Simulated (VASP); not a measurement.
# Si in VASP: notebook

Runs on Si. Level: PBE. Tasks: single point.

Program: VASP 6.6.1. These are calculated values, not measurements. Logs are shortened: lines on timing, memory, paths and dates and some standing lists are left out, and cuts for length are marked.

## Step 1: The cell of the first run

The cell holds a slab with vacuum, 2 atoms: a = 4.061 Å, b = 4.061 Å, c = 28.000 Å, α = 90.00°, β = 90.00°, γ = 120.00°.

## Step 2: Single point, PBE

File INCAR:

```
SYSTEM = Si
PREC = Accurate
ENCUT = 520
EDIFF = 1E-6
ISMEAR = 0
SIGMA = 0.1
LREAL = .FALSE.
LASPH = .TRUE.
NELM = 100
ALGO = Normal
ISIF = 2
LWAVE = .FALSE.
LCHARG = .TRUE.
LDIPOL = .TRUE.
IDIPOL = 3
DIPOL = 0.5 0.5 0.500
GGA = PE
LELF = .TRUE.
LVHAR = .TRUE.
LVACPOTAV = .TRUE.
NBANDS = 11
```

File KPOINTS:

```
Automatic mesh
0
G
  15 15 1
  0 0 0
```

File POSCAR:

```
Si
1.0
    4.0610000000      0.0000000000      0.0000000000
   -2.0305000000      3.5169291648      0.0000000000
    0.0000000000      0.0000000000     28.0000000000
Si
2
Direct
    0.3333333333      0.6666666667      0.5076607143
    0.6666666667      0.3333333333      0.4923392857
```

Potentials or basis: VASP PAW PBE potentials, release 64 (Si).

Run with:

```sh
$ cat potpaw_PBE.64/Si/POTCAR > POTCAR
$ mpirun -np 1 vasp_std > vasp.out
```

OUTCAR:

```text
SYSTEM = Si
   PREC = Accurate
   ENCUT = 520
   EDIFF = 1E-6
   ISMEAR = 0
   LREAL = .FALSE.
   LASPH = .TRUE.
   NELM = 100
   ISIF = 2
   GGA = PE

 ion  position               nearest neighbor table
   1  0.333  0.667  0.508-   2 2.38   2 2.38   2 2.38
   2  0.667  0.333  0.492-   1 2.38   1 2.38   1 2.38

  LATTYP: Found a hexagonal cell.
 ALAT       =     4.0610000000
 C/A-ratio  =     6.8948534844

  Lattice vectors:

 A1 = (   4.0610000000,   0.0000000000,   0.0000000000)
 A2 = (  -2.0305000000,   3.5169291648,   0.0000000000)
 A3 = (   0.0000000000,   0.0000000000,  28.0000000000)

Analysis of symmetry for initial positions (statically):
=====================================================================
 Subroutine PRICEL returns:
 Original cell was already a primitive cell.

 Routine SETGRP: Setting up the symmetry group for a
 hexagonal supercell.

 Subroutine GETGRP returns: Found 12 space group operations
 (whereof 12 operations were pure point group operations)
 out of a pool of 24 trial point group operations.

The static configuration has the point symmetry D_3d.

Analysis of symmetry for dynamics (positions and initial velocities):
=====================================================================
 Subroutine PRICEL returns:
 Original cell was already a primitive cell.

 Routine SETGRP: Setting up the symmetry group for a
 hexagonal supercell.

 Subroutine GETGRP returns: Found 12 space group operations
 (whereof 12 operations were pure point group operations)
 out of a pool of 24 trial point group operations.

The dynamic configuration has the point symmetry D_3d.

 Subroutine INISYM returns: Found 12 space group operations
 (whereof 12 operations are pure point group operations),
 and found     1 'primitive' translations

----------------------------------------------------------------------------------------

                                     Primitive cell

  volume of cell :     399.9030

  direct lattice vectors                    reciprocal lattice vectors
     4.061000000  0.000000000  0.000000000     0.246244767  0.142169483  0.000000000
    -2.030500000  3.516929165  0.000000000     0.000000000  0.284338965  0.000000000
     0.000000000  0.000000000 28.000000000     0.000000000  0.000000000  0.035714286

  length of vectors
     4.061000000  4.061000000 28.000000000     0.284338965  0.284338965  0.035714286

  position of ions in fractional coordinates (direct lattice)
     0.333333333  0.666666667  0.507660714
     0.666666667  0.333333333  0.492339286

  ion indices of the primitive-cell ions
   primitive index   ion index
                 1           1
                 2           2

----------------------------------------------------------------------------------------

 KPOINTS: Automatic mesh

Automatic generation of k-mesh.
 Grid dimensions read from file:
 generate k-points for:   15   15    1

 Generating k-lattice:

  Cartesian coordinates                     Fractional coordinates (reciprocal lattice)
     0.016416318  0.009477966  0.000000000     0.066666667  0.000000000  0.000000000
     0.000000000  0.018955931  0.000000000     0.000000000  0.066666667  0.000000000
     0.000000000  0.000000000  0.035714286     0.000000000  0.000000000  1.000000000

  Length of vectors
     0.018955931  0.018955931  0.035714286

  Shift w.r.t. Gamma in fractional coordinates (k-lattice)
     0.000000000  0.000000000  0.000000000

 Subroutine IBZKPT returns following result:
 ===========================================

 Found     27 irreducible k-points:

 Following reciprocal coordinates:
            Coordinates               Weight
  0.000000  0.000000  0.000000      1.000000
  0.066667  0.000000  0.000000      6.000000
  0.133333  0.000000  0.000000      6.000000
  0.200000  0.000000  0.000000      6.000000
  0.266667  0.000000  0.000000      6.000000
  0.333333  0.000000  0.000000      6.000000
[... 16 lines left out ...]
  0.333333  0.200000  0.000000     12.000000
  0.400000  0.200000  0.000000      6.000000
 [... further k-points ...]
   k-points           NKPTS =     27   k-points in BZ     NKDIM =     27   number of bands    NBANDS=     11
   number of dos      NEDOS =    301   number of ions     NIONS =      2
   total plane-waves  NPLWV = 189000
   dimension x,y,z NGX =    30 NGY =   30 NGZ =  210
   dimension x,y,z NGXF=    60 NGYF=   60 NGZF=  420
   ions per type =               2
   NGX,Y,Z   is equivalent  to a cutoff of  12.28, 12.28, 12.47 a.u.
   NGXF,Y,Z  is equivalent  to a cutoff of  24.56, 24.56, 24.94 a.u.
 SYSTEM =  Si
   PREC   = accura    normal or accurate (medium, high low for compatibility)
   ISTART =      0    job   : 0-new  1-cont  2-samecut
   ICHARG =      2    charge: 1-file 2-atom 10-const
   ISPIN  =      1    spin polarized calculation?
   LNONCOLLINEAR =      F non collinear calculations
   LSORBIT =      F    spin-orbit coupling
   LASPH  =      T    aspherical Exc in radial PAW
   ENCUT  =  520.0 eV  38.22 Ry    6.18 a.u.   7.55  7.55 52.06*2*pi/ulx,y,z
   NELM   =    100;   NELMIN=  2; NELMDL= -5     # of ELM steps
   EDIFF  = 0.1E-05   stopping-criterion for ELM
   LREAL  =      F    real-space projection
   EDIFFG = 0.1E-04   stopping-criterion for IOM
   NSW    =      0    number of steps for IOM
   IBRION =     -1    ionic relax: 0-MD 1-quasi-New 2-CG
   NFREE  =      0    steps in history (QN), initial steepest desc. (CG)
   ISIF   =      2    stress and relaxation
   ISYM   =      2    0-nonsym 1-usesym 2-fastsym
   POTIM  = 0.5000    time-step for ionic-motion
   TEBEG  =    0.0;   TEEND  =   0.0 temperature during run
   PSTRESS=    0.0 pullay stress
   NELECT =       8.0000    total number of electrons
   NUPDOWN=      -1.0000    fix difference up-down
   EMIN   =  10.00;   EMAX   =-10.00  energy-range for DOS
   EFERMI =   0.00;   METHOD = LEGACY
   ISMEAR =     0;   SIGMA  =   0.10  broadening in eV -4-tet -1-fermi 0-gaus
   EFERMI_NEDOS =   21; number of points for ismear=-14 and -15
   IALGO  =     38    algorithm
   IMIX   =      4    mixing-type and parameters
     AMIX     =   0.40;   BMIX     =  1.00
     AMIX_MAG =   1.60;   BMIX_MAG =  1.00
  volume/ion in A,a.u.               =     199.95      1349.34
  Fermi-wavevector in a.u.,A,eV,Ry     =   0.444413  0.839819  2.687189  0.197503
  Thomas-Fermi vector in A             =   1.421501
   LORBIT       =      0    0 simple, 1 ext, 2 COOP (PROOUT), +10 PAW based schemes
   GGA     = PE    functional components
   LHFCALC =     F    Hartree Fock is set to
   AEXX    =    0.0000 exact exchange contribution
   IVDW    =     0    specifies the selected vdW correction
   LEPSILON=     F    determine dielectric tensor
   LRPA    =     F    only Hartree local field effects (RPA)
 non-spin polarized calculation
 Gauss-broadening in eV      SIGMA  =   0.10
  energy-cutoff  :      520.00
  volume of cell :      399.90
 maximum number of plane-waves:     10841
   NGX = 15   NGY = 15   NGZ =105

 dipolmoment           0.000000      0.000000      0.000000 electrons x Angstroem

 number of electron       8.0000001 magnetization

 dipolmoment           0.000000      0.000000     -0.000000 electrons x Angstroem

 Free energy of the ion-electron system (eV)
  ---------------------------------------------------
  ext. energy  EPLUGINS =         0.00000000
  ---------------------------------------------------
  free energy    TOTEN  =        -9.39128100 eV

  energy without entropy =       -9.39027800  energy(sigma->0) =       -9.39077950

 E-fermi :  -3.5588     XC(G=0):  -1.5046

 val. band max:       -3.9549882691   @ k =   0.3333   0.2667   0.0000
 cond. band min:      -3.5587580942   @ k =   0.3333   0.3333   0.0000
 fundamental gap:      0.3962301749
 Fermi energy:        -3.5587581012

 k-point     1 :       0.0000    0.0000    0.0000
  band No.  band energies     occupation
      1     -14.1266      2.00000
      2      -6.4073      2.00000
      3      -4.9948      2.00000
      4      -4.9948      2.00000
      5      -2.9970      0.00000
      6      -0.8491      0.00000
      7      -0.8491      0.00000
      8      -0.8263      0.00000
      9       0.8489      0.00000
     10       1.0913      0.00000
     11       1.4304      0.00000

 k-point     2 :       0.0667    0.0000    0.0000
  band No.  band energies     occupation
      1     -14.0806      2.00000
      2      -6.4050      2.00000
      3      -5.4210      2.00000
      4      -5.0734      2.00000
      5      -2.5902      0.00000
      6      -0.8700      0.00000
      7      -0.7964      0.00000
      8      -0.6801      0.00000
      9       0.9013      0.00000
     10       1.1326      0.00000
     11       1.4244      0.00000

 k-point     3 :       0.1333    0.0000    0.0000
  band No.  band energies     occupation
      1     -13.9432      2.00000
      2      -6.6561      2.00000
      3      -5.9291      2.00000
      4      -5.2725      2.00000
      5      -2.0959      0.00000
      6      -0.7871      0.00000
      7      -0.6138      0.00000
      8      -0.2116      0.00000
      9       1.0559      0.00000
     10       1.1451      0.00000
     11       1.4091      0.00000

 k-point     4 :       0.2000    0.0000    0.0000
  band No.  band energies     occupation
      1     -13.7168      2.00000
      2      -7.4725      2.00000
      3      -5.8512      2.00000
      4      -5.5213      2.00000
      5      -2.1166      0.00000
      6      -0.8237      0.00000
      7       0.1550      0.00000
      8       0.4778      0.00000
      9       0.9097      0.00000
     10       1.3216      0.00000
     11       1.6280      0.00000
[... 239 lines left out ...]
 k-point    22 :       0.2667    0.2000    0.0000
  band No.  band energies     occupation
      1     -12.5242      2.00000
      2      -9.8518      2.00000
      3      -7.0218      2.00000
      4      -4.7401      2.00000
      5      -2.3221      0.00000
      6      -0.5093      0.00000
      7       0.6898      0.00000
      8       1.3195      0.00000
      9       1.6095      0.00000
     10       2.8923      0.00000
     11       3.1229      0.00000

 k-point    23 :       0.3333    0.2000    0.0000
  band No.  band energies     occupation
      1     -12.0988      2.00000
      2     -10.4277      2.00000
      3      -7.2252      2.00000
      4      -4.3420      2.00000
      5      -2.8101      0.00000
      6      -0.6134      0.00000
      7       1.0335      0.00000
      8       1.8657      0.00000
      9       2.1154      0.00000
     10       3.5023      0.00000
     11       3.7189      0.00000

 k-point    24 :       0.4000    0.2000    0.0000
  band No.  band energies     occupation
      1     -11.8565      2.00000
      2     -10.7223      2.00000
      3      -7.2929      2.00000
      4      -4.1185      2.00000
      5      -3.0663      0.00000
      6      -0.6502      0.00000
      7       0.9620      0.00000
      8       2.4724      0.00000
      9       2.7165      0.00000
     10       3.2295      0.00000
     11       3.7976      0.00000

 [... further k-points ...]
[... 5 lines left out ...]
  --------------------------------------------------------------------------------------
  -------------------------------------------------------------------------------------
  Total       -3.4900703     -3.4900703     -0.0636920      0.0000000      0.0000000      0.0000000
  in kB      -13.9826701    -13.9826701     -0.2551768      0.0000000      0.0000000      0.0000000
  external PRESSURE =      -9.4068390 kB  Pullay stress =       0.0000000 kB

 VOLUME and BASIS-vectors are now :
 -----------------------------------------------------------------------------
  energy-cutoff  :      520.00
  volume of cell :      399.90
      direct lattice vectors                 reciprocal lattice vectors
     4.061000000  0.000000000  0.000000000     0.246244767  0.142169483  0.000000000
    -2.030500000  3.516929165  0.000000000     0.000000000  0.284338965  0.000000000
     0.000000000  0.000000000 28.000000000     0.000000000  0.000000000  0.035714286

 POSITION                                       TOTAL-FORCE (eV/Angst)
 -----------------------------------------------------------------------------------
     -0.00000      2.34462     14.21450        -0.000000      0.000000     -0.140453
      2.03050      1.17231     13.78550         0.000000     -0.000000      0.140453
 -----------------------------------------------------------------------------------
    total drift:                               -0.000000     -0.000000     -0.000000

  FREE ENERGIE OF THE ION-ELECTRON SYSTEM (eV)
  ---------------------------------------------------
  free  energy   TOTEN  =        -9.3912810050 eV

  energy  without entropy=       -9.3902779997  energy(sigma->0) =       -9.39077950

 vacuum level on the upper side and lower side of the slab         1.104         1.104
```

It took 5.5 min on 1 thread of Intel Xeon 8259CL, shared host; peak memory 0.48 GiB.

What came out:

```yaml
Free_energy: -9.3913 eV
Largest_force: 0.140 eV/Å
Band_gap_on_the_k_mesh: zero (filled and empty bands touch)
```

Forces in eV/Å, atoms in the order of the input:
```
Si   0.000  0.000 -0.140
Si   0.000  0.000  0.140
```

## Step 3: Single point, PBE

File INCAR:

```
SYSTEM = Si
PREC     = Accurate       ! precision mode
ENCUT    = 520            ! plane-wave cutoff, eV
EDIFF    = 1E-6           ! SCF threshold, eV
ISMEAR   = 0              ! smearing method
SIGMA    = 0.1            ! smearing width, eV
LREAL    = .False.        ! projectors in reciprocal space
LASPH    = .True.         ! aspherical terms in the spheres
NELM     = 60             ! most SCF steps
ALGO     = Normal         ! electronic algorithm
ISIF     = 2              ! what is computed and relaxed
LWAVE    = .False.        ! write WAVECAR
LCHARG   = .False.        ! write CHGCAR
LDIPOL   = .True.       
IDIPOL   = 3            
DIPOL    = 0.5 0.5 0.500
GGA      = PE             ! functional
NBANDS   = 11             ! bands
```

File KPOINTS:

```
Automatic mesh
0
Gamma
  15 15 1
  0 0 0
```

File POSCAR:

```
Si
1.0
    4.0610000000      0.0000000000      0.0000000000
   -2.0305000000      3.5169291648      0.0000000000
    0.0000000000      0.0000000000     28.0000000000
Si
2
Direct
    0.3333333333      0.6666666667      0.5127500000
    0.6666666667      0.3333333333      0.4872500000
```

Potentials or basis: VASP PAW PBE potentials, release 64 (Si).

Run with:

```sh
$ cat potpaw_PBE.64/Si/POTCAR > POTCAR
$ mpirun -np 1 vasp_std > vasp.out
```

Run time: 5 min. Hardware: 1 thread of Intel Xeon 8259CL, shared host; peak memory 0.48 GiB.

The run converged. Its results:

| Property | Result |
| --- | --- |
| Free energy | -9.2447 eV |
| Largest force | 1.005 eV/Å |
| Band gap on the k mesh | zero (filled and empty bands touch) |

Forces on the atoms (eV/Å):
```
Si   0.000  0.000 -1.005
Si   0.000  0.000  1.005
```

Levels at points of the mesh, in eV from the Fermi level:
| k point | band 1 | band 2 | band 3 | band 4 | band 5 | band 6 | band 7 | band 8 | band 9 |
| --- | --- | --- | --- | --- | --- | --- | --- | --- | --- |
| (0.00, 0.00, 0.00) | -9.98 | -2.99 | -0.68 | -0.68 | 1.26 | 2.17 | 3.21 | 3.21 | 4.44 |

## Step 4: Single point, PBE

File INCAR:

```
  PREC = Accurate
  ENCUT = 520
  EDIFF = 1E-6
  ISMEAR = 0
  SIGMA = 0.1
  LREAL = False
  LASPH = True
  NELM = 80
  ALGO = Normal
  ISIF = 2
  LWAVE = False
  LCHARG = False
  LDIPOL = True
  IDIPOL = 3
  DIPOL = 0.5 0.5 0.500
  GGA = PE
  NBANDS = 11
```

File KPOINTS:

```
Automatic mesh
0
Gamma
  15 15 1
```

File POSCAR:

```
Si
1.0
    4.0610000000      0.0000000000      0.0000000000
   -2.0305000000      3.5169291648      0.0000000000
    0.0000000000      0.0000000000     28.0000000000
Si
2
Direct
    0.3333333333      0.6666666667      0.5178571429
    0.6666666667      0.3333333333      0.4821428571
```

Run with:

```sh
$ cat potpaw_PBE.64/Si/POTCAR > POTCAR
$ mpirun -np 1 vasp_std > vasp.out
```

Wall time 4.7 min (1 thread of Intel Xeon 8259CL, shared host); peak memory 0.47 GiB.

Results (log left out):

```
Free energy            : -8.7707 eV
Largest force          : 2.297 eV/Å
Band gap on the k mesh : zero (bands 4 and 5 overlap by 0.25 eV)
```

Forces on the atoms (eV/Å):
```
Si   0.000  0.000 -2.297
Si   0.000  0.000  2.297
```

Levels at points of the mesh, in eV from the Fermi level:
| k point | band 1 | band 2 | band 3 | band 4 | band 5 | band 6 | band 7 | band 8 |
| --- | --- | --- | --- | --- | --- | --- | --- | --- |
| (0.00, 0.00, 0.00) | -9.45 | -3.43 | 0.04 | 0.04 | 1.44 | 1.92 | 3.54 | 3.54 |

## Step 5: The runs side by side

| cell | gap on the mesh (eV) | largest force (eV/Å) |
| --- | --- | --- |
| as given, atomic positions A | none | 0.14 |
| as given, atomic positions B | none | 1.01 |
| as given, atomic positions C | none | 2.30 |

Alike in all rows: task single point; level PBE; potentials or basis VASP PAW PBE potentials, release 64 (Si); no spin polarisation; k mesh 15 × 15 × 1; cutoff (eV) 520; smearing gaussian 0.1 eV.

Absolute energies hang on the potentials; compare differences alone.

The gap in the log of VASP goes by the Fermi energy; the results here count the filled bands.